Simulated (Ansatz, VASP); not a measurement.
**Two plane-wave programs on AgCl**

File POSCAR:

```
AgCl
1.0
    4.6065201333      0.0000000000      0.0000000000
   -2.3032600666      3.9142106147      0.0000000000
    0.0000000000      0.0000000000      5.7224971438
Ag Cl
2 2
Direct
    0.3328855460      0.6657710920     -0.0624279419
    0.6671144540      0.3342289080      0.4375720581
    0.3303573137      0.6607146275      0.4374279419
    0.6696426863      0.3392853725      0.9374279419
```

File INCAR.step1:

```
SYSTEM = AgCl
  ALGO = Normal
  EDIFF = 1E-4
  ENCUT = 520
  GGA = PE
  ISMEAR = 0
  LASPH = .True.
  LCHARG = .False.
  LREAL = .False.
  LWAVE = .True.
  NBANDS = 26
  NELM = 100
  PREC = Accurate
  SIGMA = 0.01
```

File INCAR.step2:

```
SYSTEM = AgCl
  ALGO = Normal
  EDIFF = 1E-7
  ENCUT = 520
  ISIF = 2
  ISMEAR = 0
  ISTART = 1
  LASPH = .True.
  LCHARG = .False.
  LMIXTAU = .True.
  LREAL = .False.
  LWAVE = .False.
  METAGGA = R2SCAN
  NBANDS = 26
  NELM = 100
  PREC = Accurate
  SIGMA = 0.01
```

Contents of KPOINTS:

```
k-points
0
Gamma
  6 6 4
  0 0 0
```

Input for Ansatz:

```yaml
crystal:
  lattice:
    - [4.6065201333, 0.0, 0.0]
    - [-2.3032600666, 3.9142106147, 0.0]
    - [0.0, 0.0, 5.7224971438]
  atoms:
    - { symbol: Ag, position: [0.332885546, 0.665771092, -0.0624279419] }
    - { symbol: Ag, position: [0.667114454, 0.334228908, 0.4375720581] }
    - { symbol: Cl, position: [0.3303573137, 0.6607146275, 0.4374279419] }
    - { symbol: Cl, position: [0.6696426863, 0.3392853725, 0.9374279419] }
kpoints:
  mp_grid: { grid: [6, 6, 4] }
  band_path:
    path:
      - [0.0, 0.0, 0.0]
      - [0.5, 0.0, 0.0]
      - [0.3333333333, 0.3333333333, 0.0]
      - [0.0, 0.0, 0.5]
      - [0.5, 0.0, 0.5]
      - [0.3333333333, 0.3333333333, 0.5]
    npoints: 1
hamiltonian:
  xc: r2scan
scf:
  occupations: { method: fixed }
  n_extra_bands: 5
output:
  forces: true
  stress: true
  eigenvalues: true
```

Change from the starting cell: uniaxial_x strain +1.9%.

Alike in both runs: task single point; functional r2SCAN; k mesh 6 × 6 × 4; no spin polarisation.

```csv
,VASP,Ansatz
version,VASP 6.6.1,Ansatz 0.2.0
potentials or method,"VASP PAW PBE potentials, release 64 (Ag, Cl)","plane waves, PAW"
plane-wave cutoff (eV),520,500
occupations,"gaussian, width 0.01 eV",fixed
valence electrons in the cell,36,52
```

VASP gave:

| Property | Result |
| --- | --- |
| gap on the k mesh at the Fermi level (eV) | 1.75 |
| pressure (GPa) | -0.8 |
| traceless stress, the component that is largest in VASP (GPa) | 0.16 |

Task: What did Ansatz give for the same quantities?

Result: gap on the k mesh at the Fermi level (eV): 1.80; pressure (GPa): -0.8; traceless stress, the component that is largest in VASP (GPa): 0.13.

VASP's potentials were made for PBE, not for r2SCAN. VASP's potentials hold 36 valence electrons a cell and Ansatz's 52, so a difference there can come from the potentials and not from the codes.
